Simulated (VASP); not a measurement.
Cr, 1 atom in the cell. The structure is cubic, space group Fm-3m (No. 225). The conventional cell has a = 3.578 Å, b = 3.578 Å, c = 3.578 Å, α = 90.00°, β = 90.00°, γ = 90.00°. Within 3.3 Å of Cr (site symmetry m-3m) lie 12 Cr at 2.53 Å. 

* Program: VASP 6.6.1
* Task: single point
* Functional: PBEsol
* Potentials or basis: VASP PAW PBE potentials, release 64 (Cr_pv)
* Cutoff: 520 eV
* k mesh: 20 × 20 × 20
* Occupations: gaussian, width 0.1 eV
* Spin: no spin polarisation
* Dipole correction: no
* Further INCAR settings: ALGO = Fast; EDIFF = 1e-06; NBANDS = 12

Potentials or basis: VASP PAW PBE potentials, release 64 (Cr_pv).

Command:

```sh
$ cat potpaw_PBE.64/Cr_pv/POTCAR > POTCAR
$ mpirun -np 1 vasp_std > vasp.out
```

Hardware: 1 thread of Intel(R) Xeon(R) Platinum 8375C CPU @ 2.90GHz (Ice Lake), on a shared host.

Question: How long does it take, and how much memory?

Answer: Wall time 23 s on 1 thread of Intel(R) Xeon(R) Platinum 8375C CPU @ 2.90GHz (Ice Lake), on a shared host, peak memory 0.15 GiB. Counts: scf iterations 13, k points 256.
